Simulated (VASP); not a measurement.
# Al2GaSb3 (P3m1) in VASP: notebook

Runs on Al2GaSb3. Level: PBE. Tasks: relaxation of cell and atoms, single point.

All numbers are computed with VASP 6.6.1; they aren't measurements. Logs are shortened: lines on timing, memory, paths and dates and some standing lists are left out, and cuts for length are marked.

## 1. The cell of the first run

The structure is trigonal, space group P3m1 (No. 156). The conventional cell has a = 4.578 Å, b = 4.578 Å, c = 7.584 Å, α = 90.00°, β = 90.00°, γ = 120.00°. Within 4.1 Å of Al (site symmetry 3m) lie 3 Ga at 3.03 Å and 9 Sb at 3.12 to 3.56 Å and 2 Al at 3.55 to 4.03 Å. Al (site symmetry 3m) has 9 Sb at 3.11 to 3.55 Å and 3 Ga at 3.36 Å and 2 Al at 3.55 to 4.03 Å within 4.1 Å. Within 3.5 Å of Ga (site symmetry 3m) lie 4 Sb at 2.68 to 3.14 Å and 6 Al at 3.03 to 3.36 Å. Within 3.5 Å of Sb (site symmetry 3m) lie 3 Ga at 2.68 Å and 6 Al at 3.11 to 3.26 Å and 1 Sb at 3.29 Å. Within 3.6 Å of Sb (site symmetry 3m) lie 4 Sb at 2.74 to 3.29 Å and 6 Al at 3.11 to 3.56 Å. Sb (site symmetry 3m) has 3 Sb at 2.74 Å and 6 Al at 3.12 to 3.55 Å and 1 Ga at 3.14 Å within 3.6 Å.

The cell was built from a structure type or drawn by symmetry, and may not be a known phase.

## 2. Relaxation of cell and atoms, PBE

File INCAR:

```
SYSTEM = Al2GaSb3
PREC = Accurate ; ENCUT = 600
EDIFF = 1E-7 ; ISMEAR = 0
SIGMA = 0.1 ; LREAL = .False.
LASPH = .True. ; NELM = 60
ALGO = Normal ; ISIF = 3
LWAVE = .False. ; LCHARG = .False.
GGA = PE ; IBRION = 2
NSW = 90 ; EDIFFG = -0.04
```

File KPOINTS:

```
Automatic mesh
0
Gamma
  6 6 2
  0 0 0
```

File POSCAR:

```
Al2GaSb3
1.0
    4.5781296000      0.0000000000      0.0000000000
   -2.2890648000      3.9647765400      0.0000000000
    0.0000000000      0.0000000000      7.5837140800
Al Ga Sb
2 1 3
Direct
    0.3333333300      0.6666666700      0.7304869300
    0.3333333300      0.6666666700      0.2618563500
    0.0000000000      0.0000000000      0.5356180700
    0.6666666700      0.3333333300      0.4778144100
    0.6666666700      0.3333333300      0.0445462900
    0.0000000000      0.0000000000      0.9496769900
```

Potentials or basis: VASP PAW PBE potentials, release 64 (Al, Ga_d, Sb).

The run is started by

```console
$ cat potpaw_PBE.64/Al/POTCAR potpaw_PBE.64/Ga_d/POTCAR potpaw_PBE.64/Sb/POTCAR > POTCAR
$ mpirun -np 1 vasp_std > vasp.out
```

OUTCAR:

```text
SYSTEM = Al2GaSb3
   PREC = Accurate
   ENCUT = 600
   EDIFF = 1E-7
   ISMEAR = 0
   LREAL = .False.
   LASPH = .True.
   NELM = 60
   ISIF = 3
   GGA = PE
   IBRION = 2
   NSW = 90
   EDIFFG = -0.04

 ion  position               nearest neighbor table
   1  0.333  0.667  0.730-   3 3.03   3 3.03   3 3.03   6 3.12   6 3.12   6 3.12   4 3.26   4 3.26
                             4 3.26   5 3.56   5 3.56   5 3.56
   2  0.333  0.667  0.262-   4 3.11   4 3.11   4 3.11   5 3.11   5 3.11   5 3.11   6 3.55   6 3.55
                             6 3.55
   3  0.000  0.000  0.536-   4 2.68   4 2.68   4 2.68   1 3.03   1 3.03   1 3.03   6 3.14
   4  0.667  0.333  0.478-   3 2.68   3 2.68   3 2.68   2 3.11   2 3.11   2 3.11   1 3.26   1 3.26
                             1 3.26   5 3.29
   5  0.667  0.333  0.045-   6 2.74   6 2.74   6 2.74   2 3.11   2 3.11   2 3.11   4 3.29   1 3.56
                             1 3.56   1 3.56
   6  0.000  0.000  0.950-   5 2.74   5 2.74   5 2.74   1 3.12   1 3.12   1 3.12   3 3.14   2 3.55
                             2 3.55   2 3.55

  LATTYP: Found a hexagonal cell.
 ALAT       =     4.5781296000
 C/A-ratio  =     1.6565092609

  Lattice vectors:

 A1 = (   4.5781296000,   0.0000000000,   0.0000000000)
 A2 = (  -2.2890648000,   3.9647765400,   0.0000000000)
 A3 = (   0.0000000000,   0.0000000000,   7.5837140800)

Analysis of symmetry for initial positions (statically):
=====================================================================
 Subroutine PRICEL returns:
 Original cell was already a primitive cell.

 Routine SETGRP: Setting up the symmetry group for a
 hexagonal supercell.

 Subroutine GETGRP returns: Found  6 space group operations
 (whereof  6 operations were pure point group operations)
 out of a pool of 24 trial point group operations.

The static configuration has the point symmetry C_3v.

Analysis of symmetry for dynamics (positions and initial velocities):
=====================================================================
 Subroutine PRICEL returns:
 Original cell was already a primitive cell.

 Routine SETGRP: Setting up the symmetry group for a
 hexagonal supercell.

 Subroutine GETGRP returns: Found  6 space group operations
 (whereof  6 operations were pure point group operations)
 out of a pool of 24 trial point group operations.

The dynamic configuration has the point symmetry C_3v.

 Subroutine INISYM returns: Found  6 space group operations
 (whereof  6 operations are pure point group operations),
 and found     1 'primitive' translations

----------------------------------------------------------------------------------------

                                     Primitive cell

  volume of cell :     137.6540

  direct lattice vectors                    reciprocal lattice vectors
     4.578129600  0.000000000  0.000000000     0.218429815  0.126110512  0.000000000
    -2.289064800  3.964776540  0.000000000     0.000000000  0.252221024  0.000000000
     0.000000000  0.000000000  7.583714080     0.000000000  0.000000000  0.131861511

  length of vectors
     4.578129600  4.578129604  7.583714080     0.252221025  0.252221024  0.131861511

  position of ions in fractional coordinates (direct lattice)
     0.333333330  0.666666670  0.730486930
     0.333333330  0.666666670  0.261856350
     0.000000000  0.000000000  0.535618070
     0.666666670  0.333333330  0.477814410
     0.666666670  0.333333330  0.044546290
     0.000000000  0.000000000  0.949676990

  ion indices of the primitive-cell ions
   primitive index   ion index
                 1           1
                 2           2
                 3           3
                 4           4
                 5           5
                 6           6

----------------------------------------------------------------------------------------

 KPOINTS: Automatic mesh

Automatic generation of k-mesh.
 Grid dimensions read from file:
 generate k-points for:    6    6    2

 Generating k-lattice:

  Cartesian coordinates                     Fractional coordinates (reciprocal lattice)
     0.036404969  0.021018419  0.000000000     0.166666667  0.000000000  0.000000000
     0.000000000  0.042036837  0.000000000     0.000000000  0.166666667  0.000000000
     0.000000000  0.000000000  0.065930756     0.000000000  0.000000000  0.500000000

  Length of vectors
     0.042036837  0.042036837  0.065930756

  Shift w.r.t. Gamma in fractional coordinates (k-lattice)
     0.000000000  0.000000000  0.000000000

 Subroutine IBZKPT returns following result:
 ===========================================

 Found     14 irreducible k-points:

 Following reciprocal coordinates:
            Coordinates               Weight
  0.000000  0.000000  0.000000      1.000000
  0.166667  0.000000  0.000000      6.000000
  0.333333  0.000000  0.000000      6.000000
  0.500000  0.000000  0.000000      3.000000
  0.166667  0.166667  0.000000      6.000000
  0.333333  0.166667  0.000000     12.000000
  0.333333  0.333333  0.000000      2.000000
  0.000000  0.000000  0.500000      1.000000
  0.166667  0.000000  0.500000      6.000000
  0.333333  0.000000  0.500000      6.000000
  0.500000  0.000000  0.500000      3.000000
  0.166667  0.166667  0.500000      6.000000
  0.333333  0.166667  0.500000     12.000000
  0.333333  0.333333  0.500000      2.000000
   k-points           NKPTS =     14   k-points in BZ     NKDIM =     14   number of bands    NBANDS=     21
   number of dos      NEDOS =    301   number of ions     NIONS =      6
   total plane-waves  NPLWV = 102400
   dimension x,y,z NGX =    40 NGY =   40 NGZ =   64
   dimension x,y,z NGXF=    80 NGYF=   80 NGZF=  128
   ions per type =               2   1   3
   NGX,Y,Z   is equivalent  to a cutoff of  14.53, 14.53, 14.03 a.u.
   NGXF,Y,Z  is equivalent  to a cutoff of  29.05, 29.05, 28.06 a.u.
 SYSTEM =  Al2GaSb3
   PREC   = accura    normal or accurate (medium, high low for compatibility)
   ISTART =      0    job   : 0-new  1-cont  2-samecut
   ICHARG =      2    charge: 1-file 2-atom 10-const
   ISPIN  =      1    spin polarized calculation?
   LNONCOLLINEAR =      F non collinear calculations
   LSORBIT =      F    spin-orbit coupling
   LASPH  =      T    aspherical Exc in radial PAW
   ENCUT  =  600.0 eV  44.10 Ry    6.64 a.u.   9.14  9.14 15.15*2*pi/ulx,y,z
   NELM   =     60;   NELMIN=  2; NELMDL= -5     # of ELM steps
   EDIFF  = 0.1E-06   stopping-criterion for ELM
   LREAL  =      F    real-space projection
   EDIFFG = -.4E-01   stopping-criterion for IOM
   NSW    =     90    number of steps for IOM
   IBRION =      2    ionic relax: 0-MD 1-quasi-New 2-CG
   NFREE  =      1    steps in history (QN), initial steepest desc. (CG)
   ISIF   =      3    stress and relaxation
   ISYM   =      2    0-nonsym 1-usesym 2-fastsym
   POTIM  = 0.5000    time-step for ionic-motion
   TEBEG  =    0.0;   TEEND  =   0.0 temperature during run
   PSTRESS=    0.0 pullay stress
   NELECT =      34.0000    total number of electrons
   NUPDOWN=      -1.0000    fix difference up-down
   EMIN   =  10.00;   EMAX   =-10.00  energy-range for DOS
   EFERMI =   0.00;   METHOD = LEGACY
   ISMEAR =     0;   SIGMA  =   0.10  broadening in eV -4-tet -1-fermi 0-gaus
   EFERMI_NEDOS =   21; number of points for ismear=-14 and -15
   IALGO  =     38    algorithm
   IMIX   =      4    mixing-type and parameters
     AMIX     =   0.40;   BMIX     =  1.00
     AMIX_MAG =   1.60;   BMIX_MAG =  1.00
  volume/ion in A,a.u.               =      22.94       154.82
  Fermi-wavevector in a.u.,A,eV,Ry     =   1.027160  1.941051 14.354939  1.055058
  Thomas-Fermi vector in A             =   2.161091
   LORBIT       =      0    0 simple, 1 ext, 2 COOP (PROOUT), +10 PAW based schemes
   GGA     = PE    functional components
   LHFCALC =     F    Hartree Fock is set to
   AEXX    =    0.0000 exact exchange contribution
   IVDW    =     0    specifies the selected vdW correction
   LEPSILON=     F    determine dielectric tensor
   LRPA    =     F    only Hartree local field effects (RPA)
 conjugate gradient relaxation of ions
 non-spin polarized calculation
 Gauss-broadening in eV      SIGMA  =   0.10
  energy-cutoff  :      600.00
  volume of cell :      137.65
 maximum number of plane-waves:      4632
 NGX is ok and might be reduce to    40
   NGX = 19   NGY = 19   NGZ = 31

--------------------------------------- Ionic step        1  -------------------------------------------

 number of electron      33.9999991 magnetization

 Free energy of the ion-electron system (eV)
  ---------------------------------------------------
  ext. energy  EPLUGINS =         0.00000000
  ---------------------------------------------------
  free energy    TOTEN  =       -19.93524964 eV

  energy without entropy =      -19.91399540  energy(sigma->0) =      -19.92462252

------------------------ aborting loop because EDIFF is reached ----------------------------------------

  FORCE on cell =-STRESS in cart. coord.  units (eV):
  Direction    XX          YY          ZZ          XY          YZ          ZX
  --------------------------------------------------------------------------------------
  -------------------------------------------------------------------------------------
  Total       10.3318112     10.3318112      2.8380706     -0.0000000     -0.0000000      0.0000000
  in kB      120.2536575    120.2536578     33.0327726     -0.0000000     -0.0000000      0.0000000
  external PRESSURE =      91.1800293 kB  Pullay stress =       0.0000000 kB
[... 101 lines left out ...]
  FREE ENERGIE OF THE ION-ELECTRON SYSTEM (eV)
  ---------------------------------------------------
  free  energy   TOTEN  =       -20.7485945607 eV

  energy  without entropy=      -20.7212029867  energy(sigma->0) =      -20.73489877

 E-fermi :   6.9707     XC(G=0):  -9.9210

 val. band max:        6.9397072886   @ k =   0.3333   0.3333   0.5000
 cond. band min:       6.9898229298   @ k =   0.3333   0.0000   0.0000
 fundamental gap:      0.0501156412
 Fermi energy:         6.9706542454

 k-point     1 :       0.0000    0.0000    0.0000
  band No.  band energies     occupation
      1      -7.8919      2.00000
      2      -7.8890      2.00000
      3      -7.8890      2.00000
      4      -7.8753      2.00000
      5      -7.8753      2.00000
      6      -5.1323      2.00000
[... 325 lines left out ...]
     20       7.8071      0.00000
     21       8.5615      0.00000

[... ionic steps 4 to 31 ...]

--------------------------------------- Ionic step       32  -------------------------------------------

 number of electron      34.0000003 magnetization

------------------------ aborting loop because EDIFF is reached ----------------------------------------
[... 75 lines left out ...]
--------------------------------------- Ionic step       34  -------------------------------------------

 number of electron      34.0000001 magnetization

 Free energy of the ion-electron system (eV)
  ---------------------------------------------------
  ext. energy  EPLUGINS =         0.00000000
  ---------------------------------------------------
  free energy    TOTEN  =       -21.74677744 eV

  energy without entropy =      -21.73911130  energy(sigma->0) =      -21.74294437

 E-fermi :   7.4368     XC(G=0): -10.1143

 val. band max:        7.4051937189   @ k =   0.3333   0.0000   0.5000
 cond. band min:       7.4455802724   @ k =   0.3333   0.3333   0.5000
 fundamental gap:      0.0403865535
 Fermi energy:         7.4367955995

 k-point     1 :       0.0000    0.0000    0.0000
  band No.  band energies     occupation
      1      -7.3793      2.00000
      2      -7.3793      2.00000
      3      -7.3763      2.00000
      4      -7.3640      2.00000
      5      -7.3640      2.00000
      6      -4.8116      2.00000
[... 358 lines left out ...]
  FREE ENERGIE OF THE ION-ELECTRON SYSTEM (eV)
  ---------------------------------------------------
  free  energy   TOTEN  =       -21.7467774357 eV

  energy  without entropy=      -21.7391113045  energy(sigma->0) =      -21.74294437

 reached required accuracy - stopping structural energy minimisation
```

Wall time 40 min (1 thread of Intel Xeon 8259CL, shared host); peak memory 0.36 GiB.

What came out:

```
Free energy                           : -21.7468 eV
Relaxed volume                        : 23.30 Å³/atom
Relaxed cell                          : a = 4.918 Å, b = 4.918 Å, c = 6.676 Å, α = 90.00°, β = 90.00°, γ = 120.00°
Space group after relaxing (to 0.1 Å) : P3m1 (No. 156)
Energy gained by relaxing             : 301.9 meV/atom
Ionic steps                           : 34
Pressure after relaxing               : 0.1 GPa
Largest force after relaxing          : 0.026 eV/Å
```

Forces in eV/Å, atoms in the order of the input:
```
Al   0.000  0.000 -0.021
Al   0.000  0.000  0.026
Ga   0.000  0.000 -0.012
Sb   0.000  0.000 -0.015
Sb   0.000  0.000  0.007
Sb   0.000  0.000  0.015
```

The path:
```csv
step,energy change (eV),largest force (eV/Å),pressure (GPa),volume (Å³)
1,0.0000,1.4645,9.12,137.65
2,-0.8085,0.7011,-1.70,165.16
3,-0.8133,0.7503,-1.08,162.59
4,-0.9462,0.8123,-1.11,160.14
5,-1.0729,1.0057,1.03,152.46
6,-1.1185,0.4204,-0.47,156.06
7,-1.1300,0.5075,-0.16,155.03
8,-1.1302,0.5343,-0.10,154.88
9,-1.1639,0.5238,0.04,153.72
10,-1.2379,0.6954,0.66,150.26
11,-1.1861,1.4213,2.52,143.39
12,-1.2499,0.8808,1.24,147.84
13,-1.2657,0.8284,1.09,147.92
14,-1.3049,0.6961,0.68,148.19
15,-1.3565,0.5392,-0.11,148.72
16,-1.4205,0.5056,-1.36,149.77
17,-1.5315,0.4412,-2.88,151.90
18,-1.5846,0.4436,-2.20,149.38
19,-1.6133,0.5682,-1.05,146.10
20,-1.6352,0.5390,-0.89,145.26
21,-1.6867,0.4518,-0.31,142.75
22,-1.7046,0.4753,1.30,137.77
23,-1.7131,0.4122,0.61,139.67
24,-1.7402,0.3588,0.22,140.35
25,-1.7705,0.2938,-0.78,142.42
26,-1.7893,0.2505,0.14,139.80
27,-1.7901,0.2389,0.38,139.16
28,-1.8004,0.1608,0.07,139.90
29,-1.8051,0.1364,-0.31,140.88
30,-1.8086,0.1044,0.17,139.60
31,-1.8086,0.1042,0.16,139.62
32,-1.8104,0.0667,-0.02,140.04
33,-1.8107,0.0431,-0.14,140.32
34,-1.8115,0.0256,0.07,139.81
```

Final structure:
```cif
data_structure
_symmetry_space_group_name_H-M 'P 1'
_symmetry_Int_Tables_number 1
_cell_length_a 4.9176
_cell_length_b 4.9176
_cell_length_c 6.6761
_cell_angle_alpha 90.000
_cell_angle_beta 90.000
_cell_angle_gamma 120.000
_cell_volume 139.81
loop_
_atom_site_label
_atom_site_type_symbol
_atom_site_fract_x
_atom_site_fract_y
_atom_site_fract_z
_atom_site_occupancy
Al1 Al 0.33333 0.66667 0.73198 1
Al2 Al 0.33333 0.66667 0.26119 1
Ga1 Ga 0.00000 0.00000 0.39785 1
Sb1 Sb 0.66667 0.33333 0.60312 1
Sb2 Sb 0.66667 0.33333 0.11524 1
Sb3 Sb 0.00000 0.00000 0.89063 1
```

Levels at points of the mesh, in eV from the Fermi level:
| k point | band 15 | band 16 | band 17 | band 18 | band 19 | band 20 |
| --- | --- | --- | --- | --- | --- | --- |
| (0.00, 0.00, 0.00) | -1.61 | -1.17 | -0.96 | -0.96 | 0.42 | 0.42 |
| (0.50, 0.00, 0.00) | -1.72 | -1.31 | -1.04 | 1.82 | 2.32 | 2.46 |
| (0.00, 0.00, 0.50) | -2.20 | -1.60 | -1.49 | -1.49 | -1.19 | -0.65 |
| (0.50, 0.00, 0.50) | -1.89 | -1.34 | -0.86 | 1.43 | 2.10 | 2.43 |

Caveat: the k points lie up to 0.47 Å⁻¹ apart in the final cell; the highest band is partly filled, so the run has too few bands; spin-orbit coupling is left out, which moves the levels of the heavy elements.

[end of part 1 of 2]
